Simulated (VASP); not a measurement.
Set up this calculation in VASP 6.6.1, as the native input.

- Task: single point
- Functional: RPBE
- Potentials or basis: VASP PAW PBE potentials, release 64 (Cd)
- Cutoff: 520 eV
- k mesh: 13 × 13 × 4
- Occupations: fermi-dirac, width 0.1 eV
- Spin: no spin polarisation
- Dipole correction: no
- Further INCAR settings: ALGO = Normal; EDIFF = 1e-06; NBANDS = 32

The structure of Cd lies in POSCAR:

```
Cd
1.0
    3.1609161894      0.0000000000      0.0000000000
   -1.5804580947      2.7374337192      0.0000000000
    0.0000000000      0.0000000000     10.3575190428
Cd
4
Direct
    0.0000000000      0.0000000000      0.0000000000
    0.0000000000      0.0000000000      0.5000000000
    0.3333333333      0.6666666667      0.2500000000
    0.6666666667      0.3333333333      0.7500000000
```

The input as run:

INCAR

```
ALGO = Normal
EDIFF = 1E-6
ENCUT = 520
GGA = RP
ISIF = 2
ISMEAR = -1
LASPH = T
LCHARG = F
LREAL = F
LWAVE = F
NBANDS = 32
NELM = 60
PREC = Accurate
SIGMA = 0.1
```

KPOINTS

```
k-points
0
Gamma
  13 13 4
```

Potentials or basis: VASP PAW PBE potentials, release 64 (Cd).

Launch:

```bash
$ cat potpaw_PBE.64/Cd/POTCAR > POTCAR
$ mpirun -np 1 vasp_std > vasp.out
```

It gave:

```json
{
 "Pressure": "3.5 GPa",
 "Band gap on the k mesh": "zero (bands 24 and 25 overlap by 2.80 eV)"
}
```

Caveat: the cell stands under pressure; the PAW data sets were made with another functional, which shifts forces and pressure a little.

Run time: 85 s on 1 thread of Intel(R) Xeon(R) 6975P-C (Granite Rapids), on a shared host, peak memory 0.26 GiB.
